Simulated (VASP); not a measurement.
Wanted: the native input for a VASP 6.6.1 run.

```yaml
Task: relaxation of cell and atoms
Functional: PBE
Potentials_or_basis: VASP PAW PBE potentials, release 64 (Ba_sv, Zr_sv, O)
Cutoff: 600 eV
k_mesh: 12 × 12 × 6
Occupations: gaussian, width 0.1 eV
Spin: no spin polarisation
Dipole_correction: no
Further_INCAR_settings: ALGO = Normal; EDIFF = 1e-07; IBRION = 2; EDIFFG = -0.01; NSW = 100; ISIF = 3
```

The structure of BaZrO3 lies in POSCAR:

```
BaZrO3
1.0
    4.1516275921      0.0000000000      0.0000000000
   -2.0758137961      3.5954149618      0.0000000000
    0.0000000000      0.0000000000      7.7841847073
Ba Zr O
1 1 3
Direct
    0.0000000000      0.0000000000      0.5000000000
    0.3333333333      0.6666666667      0.0000000000
    0.6666666667      0.3333333333      0.5000000000
    0.3333333333      0.6666666667      0.7565393509
    0.3333333333      0.6666666667      0.2434606491
```

One way to write it, as run:

INCAR

```
SYSTEM = BaZrO3
PREC = Accurate
ENCUT = 600
EDIFF = 1E-7
ISMEAR = 0
SIGMA = 0.1
LREAL = .FALSE.
LASPH = .TRUE.
NELM = 60
ALGO = Normal
ISIF = 3
LWAVE = .FALSE.
LCHARG = .FALSE.
GGA = PE
IBRION = 2
NSW = 100
EDIFFG = -0.01
```

KPOINTS

```
regular mesh
0
G
  12 12 6
  0 0 0
```

Potentials or basis: VASP PAW PBE potentials, release 64 (Ba_sv, Zr_sv, O).

The run is started by

```bash
$ cat potpaw_PBE.64/Ba_sv/POTCAR potpaw_PBE.64/Zr_sv/POTCAR potpaw_PBE.64/O/POTCAR > POTCAR
$ mpirun -np 1 vasp_std > vasp.out
```

It gave:

| Property | Result |
| --- | --- |
| Relaxed volume | 24.01 Å³/atom |
| Relaxed cell | a = 4.215 Å, b = 4.215 Å, c = 7.802 Å, α = 90.00°, β = 90.00°, γ = 120.00° |
| Space group after relaxing (to 0.05 Å) | P-6m2 (No. 187) |
| Energy gained by relaxing | 3.3 meV/atom |
| Ionic steps | 4 |
| Pressure after relaxing | 0.0 GPa |
| Largest force after relaxing | 0.004 eV/Å |
| Band gap on the k mesh | zero (band 20 reaches 1.02 eV, above the bottom of band 21 at 0.36 eV) |

Caveat: spin-orbit coupling is left out, which moves the levels of the heavy elements.

Wall time 8 min on 1 thread of Intel(R) Xeon(R) 6975P-C (Granite Rapids), with other jobs on the host, peak memory 0.48 GiB.
